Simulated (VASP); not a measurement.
IrRh2, 6 atoms in the cell. It takes space group P-6m2 (No. 187, hexagonal). The conventional cell has a = 2.750 Å, b = 2.750 Å, c = 13.076 Å, α = 90.00°, β = 90.00°, γ = 120.00°. Within 3.5 Å of Ir (site symmetry 3m) lie 6 Rh at 2.69 to 2.70 Å and 6 Ir at 2.75 Å. Within 3.6 Å of Rh (site symmetry -6m2) lie 12 Rh at 2.70 to 2.75 Å. Within 3.5 Å of Rh (site symmetry 3m) lie 3 Ir at 2.69 Å and 9 Rh at 2.70 to 2.75 Å. Within 3.6 Å of Rh (site symmetry -6m2) lie 6 Ir at 2.70 Å and 6 Rh at 2.75 Å. 

```yaml
Program: VASP 6.6.1
Task: relaxation of cell and atoms
Functional: PBE
Potentials_or_basis: VASP PAW PBE potentials, release 64 (Ir, Rh_pv)
Cutoff: 600 eV
k_mesh: 18 × 18 × 4
Occupations: gaussian, width 0.1 eV
Spin: no spin polarisation
Dipole_correction: no
Further_INCAR_settings: ALGO = Fast; EDIFF = 1e-07; IBRION = 2; EDIFFG = -0.01; NSW = 100; ISIF = 3
```

Potentials or basis: VASP PAW PBE potentials, release 64 (Ir, Rh_pv).

Command:

```console
$ cat potpaw_PBE.64/Ir/POTCAR potpaw_PBE.64/Rh_pv/POTCAR > POTCAR
$ mpirun -np 1 vasp_std > vasp.out
```

Hardware: 1 thread of Oxide Virtual Turin-like Processor (shared host).

How long does it take, and how much memory?

Wall time 100 min on 1 thread of Oxide Virtual Turin-like Processor, on a shared host, peak memory 0.53 GiB. Counts: scf iterations 128, k points 111, ion steps 6.
